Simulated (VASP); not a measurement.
Crystal: In4Ge.

```xyz
5
Lattice="4.3791 0.0000 0.0000 0.0000 4.3791 0.0000 0.0000 0.0000 4.3791" Properties=species:S:1:pos:R:3 pbc="T T T"
In    2.1896    2.1896    2.1896
In    2.1896    0.0000    0.0000
In    0.0000    2.1896    0.0000
In    0.0000    0.0000    2.1896
Ge    0.0000    0.0000    0.0000
```

The cell was built from a structure type or drawn by symmetry, and may not be a known phase.

```yaml
Program: VASP 6.6.1
Task: relaxation of cell and atoms
Functional: PBE
Potentials_or_basis: VASP PAW PBE potentials, release 64 (In_d, Ge_d)
Cutoff: 600 eV
k_mesh: 4 × 4 × 4
Occupations: gaussian, width 0.1 eV
Spin: no spin polarisation
```

At the start: pressure 85.7 GPa; volume 16.80 Å³/atom.

Q: How do energy, volume and symmetry change on relaxing?

A: Over 5 steps the energy falls by 2216.8 meV/atom and the volume is 33.31 Å³/atom (+98.4 %); space group Pm-3m (No. 221, to 0.1 Å) before and after.

The path:
| step | energy change (eV) | largest force (eV/Å) | pressure (GPa) | volume (Å³) |
| --- | --- | --- | --- | --- |
| 1 | 0.0000 | 0.0000 | 85.74 | 83.98 |
| 2 | -9.7059 | 0.0000 | -3.73 | 247.43 |
| 3 | -11.0368 | 0.0000 | 1.68 | 155.99 |
| 4 | -11.0583 | 0.0000 | -0.99 | 173.82 |
| 5 | -11.0842 | 0.0000 | -0.11 | 166.57 |

Final structure:
```cif
data_structure
_symmetry_space_group_name_H-M 'P 1'
_symmetry_Int_Tables_number 1
_cell_length_a 5.5022
_cell_length_b 5.5022
_cell_length_c 5.5022
_cell_angle_alpha 90.000
_cell_angle_beta 90.000
_cell_angle_gamma 90.000
_cell_volume 166.57
loop_
_atom_site_label
_atom_site_type_symbol
_atom_site_fract_x
_atom_site_fract_y
_atom_site_fract_z
_atom_site_occupancy
In1 In 0.50000 0.50000 0.50000 1
In2 In 0.50000 0.00000 0.00000 1
In3 In 0.00000 0.50000 0.00000 1
In4 In 0.00000 0.00000 0.50000 1
Ge1 Ge 0.00000 0.00000 0.00000 1
```

Caveat: the volume moved by over 15 % at a fixed basis, so the end points are rough.
